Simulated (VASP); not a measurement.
# Ti5N6 in VASP: a series of runs, part 2 of 2

VASP 6.6.1. The steps go on from the part before.

### 3 Single point, PBEsol

INCAR

```
SYSTEM = Ti5N6
PREC = Accurate ; ENCUT = 520
EDIFF = 1E-6 ; ISMEAR = 0
SIGMA = 0.1 ; LREAL = .FALSE.
LASPH = .TRUE. ; NELM = 60
ALGO = Normal ; ISIF = 2
LWAVE = .FALSE. ; LCHARG = .FALSE.
LDIPOL = .TRUE. ; IDIPOL = 3
DIPOL = 0.5 0.5 0.500 ; GGA = PS
NBANDS = 56
```

KPOINTS

```
Automatic mesh
0
G
  12 12 1
  0 0 0
```

POSCAR

```
Ti5N6
1.0
    2.9726300476      0.0000000000      0.0000000000
   -1.4863150238      2.5743731373      0.0000000000
    0.0000000000      0.0000000000     27.1357113512
N Ti
6 5
Direct
    0.3333333333      0.6666666667      0.2844013332
    0.0000000000      0.0000000000      0.3685981075
    0.6666666667      0.3333333333      0.4549580489
    0.3333333333      0.6666666667      0.5450430916
    0.0000000000      0.0000000000      0.6314025740
    0.6666666667      0.3333333333      0.7155971705
    0.6666666667      0.3333333333      0.3131504539
    0.3333333333      0.6666666667      0.4100697519
    0.0000000000      0.0000000000      0.5000006182
    0.6666666667      0.3333333333      0.5899309397
    0.3333333333      0.6666666667      0.6868479106
```

Potentials or basis: VASP PAW PBE potentials, release 64 (N, Ti_sv).

Started as:

```console
$ cat potpaw_PBE.64/N/POTCAR potpaw_PBE.64/Ti_sv/POTCAR > POTCAR
$ mpirun -np 1 vasp_std > vasp.out
```

OUTCAR:

```text
SYSTEM = Ti5N6
   PREC = Accurate
   ENCUT = 520
   EDIFF = 1E-6
   ISMEAR = 0
   LREAL = .FALSE.
   LASPH = .TRUE.
   NELM = 60
   ISIF = 2
   GGA = PS

 ion  position               nearest neighbor table
   1  0.333  0.667  0.284-   7 1.89   7 1.89   7 1.89
   2  0.000  0.000  0.369-   8 2.05   8 2.05   8 2.05   7 2.28   7 2.28   7 2.28
   3  0.667  0.333  0.455-   8 2.10   8 2.10   8 2.10   9 2.11   9 2.11   9 2.11
   4  0.333  0.667  0.545-  10 2.10  10 2.10  10 2.10   9 2.11   9 2.11   9 2.11
   5  0.000  0.000  0.631-  10 2.05  10 2.05  10 2.05  11 2.28  11 2.28  11 2.28
   6  0.667  0.333  0.716-  11 1.89  11 1.89  11 1.89
   7  0.667  0.333  0.313-   1 1.89   1 1.89   1 1.89   2 2.28   2 2.28   2 2.28
   8  0.333  0.667  0.410-   2 2.05   2 2.05   2 2.05   3 2.10   3 2.10   3 2.10
   9  0.000  0.000  0.500-   4 2.11   4 2.11   4 2.11   3 2.11   3 2.11   3 2.11
  10  0.667  0.333  0.590-   5 2.05   5 2.05   5 2.05   4 2.10   4 2.10   4 2.10
  11  0.333  0.667  0.687-   6 1.89   6 1.89   6 1.89   5 2.28   5 2.28   5 2.28

  LATTYP: Found a hexagonal cell.
 ALAT       =     2.9726300476
 C/A-ratio  =     9.1285194985

  Lattice vectors:

 A1 = (   2.9726300476,   0.0000000000,   0.0000000000)
 A2 = (  -1.4863150238,   2.5743731373,   0.0000000000)
 A3 = (   0.0000000000,   0.0000000000,  27.1357113512)

Analysis of symmetry for initial positions (statically):
=====================================================================
 Subroutine PRICEL returns:
 Original cell was already a primitive cell.

 Routine SETGRP: Setting up the symmetry group for a
 hexagonal supercell.

 Subroutine GETGRP returns: Found 12 space group operations
 (whereof 12 operations were pure point group operations)
 out of a pool of 24 trial point group operations.

The static configuration has the point symmetry D_3d.

Analysis of symmetry for dynamics (positions and initial velocities):
=====================================================================
 Subroutine PRICEL returns:
 Original cell was already a primitive cell.

 Routine SETGRP: Setting up the symmetry group for a
 hexagonal supercell.

 Subroutine GETGRP returns: Found 12 space group operations
 (whereof 12 operations were pure point group operations)
 out of a pool of 24 trial point group operations.

The dynamic configuration has the point symmetry D_3d.

 Subroutine INISYM returns: Found 12 space group operations
 (whereof 12 operations are pure point group operations),
 and found     1 'primitive' translations

----------------------------------------------------------------------------------------

                                     Primitive cell

  volume of cell :     207.6603

  direct lattice vectors                    reciprocal lattice vectors
     2.972630048  0.000000000  0.000000000     0.336402440  0.194222039  0.000000000
    -1.486315024  2.574373137  0.000000000     0.000000000  0.388444078  0.000000000
     0.000000000  0.000000000 27.135711351     0.000000000  0.000000000  0.036851807

  length of vectors
     2.972630048  2.972630048 27.135711351     0.388444078  0.388444078  0.036851807

  position of ions in fractional coordinates (direct lattice)
     0.333333333  0.666666667  0.284401333
     0.000000000  0.000000000  0.368598107
[... 79 lines left out ...]
 SYSTEM =  Ti5N6
   PREC   = accura    normal or accurate (medium, high low for compatibility)
   ISTART =      0    job   : 0-new  1-cont  2-samecut
   ICHARG =      2    charge: 1-file 2-atom 10-const
   ISPIN  =      1    spin polarized calculation?
   LNONCOLLINEAR =      F non collinear calculations
   LSORBIT =      F    spin-orbit coupling
   LASPH  =      T    aspherical Exc in radial PAW
   ENCUT  =  520.0 eV  38.22 Ry    6.18 a.u.   5.53  5.53 50.45*2*pi/ulx,y,z
   NELM   =     60;   NELMIN=  2; NELMDL= -5     # of ELM steps
   EDIFF  = 0.1E-05   stopping-criterion for ELM
   LREAL  =      F    real-space projection
   EDIFFG = 0.1E-04   stopping-criterion for IOM
   NSW    =      0    number of steps for IOM
   IBRION =     -1    ionic relax: 0-MD 1-quasi-New 2-CG
   NFREE  =      0    steps in history (QN), initial steepest desc. (CG)
   ISIF   =      2    stress and relaxation
   ISYM   =      2    0-nonsym 1-usesym 2-fastsym
   POTIM  = 0.5000    time-step for ionic-motion
   TEBEG  =    0.0;   TEEND  =   0.0 temperature during run
   PSTRESS=    0.0 pullay stress
   NELECT =      90.0000    total number of electrons
   NUPDOWN=      -1.0000    fix difference up-down
   EMIN   =  10.00;   EMAX   =-10.00  energy-range for DOS
   EFERMI =   0.00;   METHOD = LEGACY
   ISMEAR =     0;   SIGMA  =   0.10  broadening in eV -4-tet -1-fermi 0-gaus
   EFERMI_NEDOS =   21; number of points for ismear=-14 and -15
   IALGO  =     38    algorithm
   IMIX   =      4    mixing-type and parameters
     AMIX     =   0.40;   BMIX     =  1.00
     AMIX_MAG =   1.60;   BMIX_MAG =  1.00
  volume/ion in A,a.u.               =      18.88       127.40
  Fermi-wavevector in a.u.,A,eV,Ry     =   1.238904  2.341190 20.883368  1.534884
  Thomas-Fermi vector in A             =   2.373410
   LORBIT       =      0    0 simple, 1 ext, 2 COOP (PROOUT), +10 PAW based schemes
   GGA     = PS    functional components
   LHFCALC =     F    Hartree Fock is set to
   AEXX    =    0.0000 exact exchange contribution
   IVDW    =     0    specifies the selected vdW correction
   LEPSILON=     F    determine dielectric tensor
   LRPA    =     F    only Hartree local field effects (RPA)
 non-spin polarized calculation
 Gauss-broadening in eV      SIGMA  =   0.10
  energy-cutoff  :      520.00
  volume of cell :      207.66
 maximum number of plane-waves:      5693
 NGX is ok and might be reduce to    24
   NGX = 11   NGY = 11   NGZ =101

 dipolmoment           0.000000      0.000000     -0.000001 electrons x Angstroem

 number of electron      90.0000016 magnetization

 dipolmoment           0.000000      0.000000      0.000036 electrons x Angstroem

 Free energy of the ion-electron system (eV)
  ---------------------------------------------------
  ext. energy  EPLUGINS =         0.00000000
  ---------------------------------------------------
  free energy    TOTEN  =      -110.74252724 eV

  energy without entropy =     -110.72873496  energy(sigma->0) =     -110.73563110

 E-fermi :   1.5469     XC(G=0):  -6.9743

 val. band max:        1.4938448282   @ k =   0.4167  -0.0000   0.0000
 cond. band min:       1.5654932552   @ k =   0.0833   0.0833   0.0000
 fundamental gap:      0.0716484270
 Fermi energy:         1.5468758168

 k-point     1 :       0.0000    0.0000    0.0000
  band No.  band energies     occupation
      1     -56.1286      2.00000
      2     -56.1171      2.00000
      3     -55.9405      2.00000
      4     -54.9753      2.00000
      5     -54.9678      2.00000
      6     -32.7579      2.00000
[... 1110 lines left out ...]
     55       3.9042      0.00000
     56       4.0988      0.00000

------------------------ aborting loop because EDIFF is reached ----------------------------------------

 vacuum level on the upper side and lower side of the slab       (xc-potential included)        -0.237        -0.239

  FORCE on cell =-STRESS in cart. coord.  units (eV):
  Direction    XX          YY          ZZ          XY          YZ          ZX
  --------------------------------------------------------------------------------------
  -------------------------------------------------------------------------------------
  Total        3.8092960      3.8092960      0.2504003     -0.0000000      0.0000000     -0.0000000
  in kB       29.3901454     29.3901454      1.9319322     -0.0000000      0.0000000     -0.0000000
  external PRESSURE =      20.2374077 kB  Pullay stress =       0.0000000 kB

 VOLUME and BASIS-vectors are now :
 -----------------------------------------------------------------------------
  energy-cutoff  :      520.00
  volume of cell :      207.66
      direct lattice vectors                 reciprocal lattice vectors
     2.972630048  0.000000000  0.000000000     0.336402440  0.194222039  0.000000000
    -1.486315024  2.574373137  0.000000000     0.000000000  0.388444078  0.000000000
     0.000000000  0.000000000 27.135711351     0.000000000  0.000000000  0.036851807

 POSITION                                       TOTAL-FORCE (eV/Angst)
 -----------------------------------------------------------------------------------
     -0.00000      1.71625      7.71743        -0.000000      0.000000     -0.062715
      0.00000      0.00000     10.00217         0.000000     -0.000000     -0.016020
      1.48632      0.85812     12.34561         0.000000      0.000000      0.003709
     -0.00000      1.71625     14.79013         0.000000     -0.000000     -0.003709
      0.00000      0.00000     17.13356         0.000000      0.000000      0.016020
      1.48632      0.85812     19.41824         0.000000     -0.000000      0.062715
      1.48632      0.85812      8.49756         0.000000      0.000000      0.047255
     -0.00000      1.71625     11.12753         0.000000      0.000000     -0.000832
      0.00000      0.00000     13.56787         0.000000      0.000000      0.000000
      1.48632      0.85812     16.00820         0.000000      0.000000      0.000832
     -0.00000      1.71625     18.63811        -0.000000     -0.000000     -0.047255
 -----------------------------------------------------------------------------------
    total drift:                                0.000000      0.000000      0.023920

  FREE ENERGIE OF THE ION-ELECTRON SYSTEM (eV)
  ---------------------------------------------------
  free  energy   TOTEN  =      -110.7425272442 eV

  energy  without entropy=     -110.7287349623  energy(sigma->0) =     -110.73563110

 vacuum level on the upper side and lower side of the slab         8.247         8.247
```

Wall time 5.4 min (1 thread of Intel Xeon 6975P-C (Granite Rapids), shared host); peak memory 0.42 GiB.

What came out:

| Property | Result |
| --- | --- |
| Free energy | -110.7425 eV |
| Largest force | 0.063 eV/Å |
| Band gap on the k mesh | zero (bands 45 and 46 overlap by 1.02 eV) |

Forces in eV/Å, atoms in the order of the input:
```
N    0.000  0.000 -0.063
N    0.000  0.000 -0.016
N    0.000  0.000  0.004
N    0.000  0.000 -0.004
N    0.000  0.000  0.016
N    0.000  0.000  0.063
Ti   0.000  0.000  0.047
Ti   0.000  0.000 -0.001
Ti   0.000  0.000  0.000
Ti   0.000  0.000  0.001
Ti   0.000  0.000 -0.047
```

Levels at points of the mesh, in eV from the Fermi level:
| k point | band 43 | band 44 | band 45 | band 46 | band 47 | band 48 |
| --- | --- | --- | --- | --- | --- | --- |
| (0.00, 0.00, 0.00) | -1.45 | -1.45 | -0.23 | -0.23 | 0.21 | 0.45 |
| (0.50, 0.00, 0.00) | -1.67 | -1.60 | -1.39 | -0.08 | 1.16 | 1.82 |

Caveat: the PAW data sets were made with another functional, which shifts forces and pressure a little.
